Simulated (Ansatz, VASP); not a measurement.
**RbBr in VASP and in Ansatz**

```
CELL_PARAMETERS angstrom
5.01695 0.00000 0.00000
-2.50848 4.34481 0.00000
0.00000 0.00000 11.49360
ATOMIC_POSITIONS crystal
Rb 0.71980 0.00000 0.66667
Rb 0.00000 0.71980 0.33333
Rb 0.28020 0.28020 0.00000
Br 0.48890 0.00000 0.16667
Br 0.00000 0.48890 0.83333
Br 0.51110 0.51110 0.50000
```

Alike in both runs: task single point; functional PBE; k mesh 6 × 6 × 2; occupations gaussian, width 0.1 eV; no spin polarisation.

```csv
,VASP,Ansatz
version,VASP 6.6.1,Ansatz 0.2.0
potentials or method,"VASP PAW PBE potentials, release 64 (Rb_sv, Br), cutoff 520 eV","scalar-relativistic, plane waves, PAW"
valence electrons in the cell,48,48
```

VASP gave:

| Quantity | Value |
| --- | --- |
| gap on the k mesh at the Fermi level (eV) | 3.65 |
| least direct gap on the mesh (eV) | 3.65 |
| pressure (GPa) | 4.9 |
| traceless stress, the component that is largest in VASP (GPa) | 2.48 |
| rms of the force components (eV/Å) | 0.799 |

Q: Which values does Ansatz return?

A: gap on the k mesh at the Fermi level (eV): 3.65; least direct gap on the mesh (eV): 3.65; pressure (GPa): 4.8; traceless stress, the component that is largest in VASP (GPa): 2.46; rms of the force components (eV/Å): 0.790.

Atom by atom the forces differ by 0.009 eV/Å (rms over components).
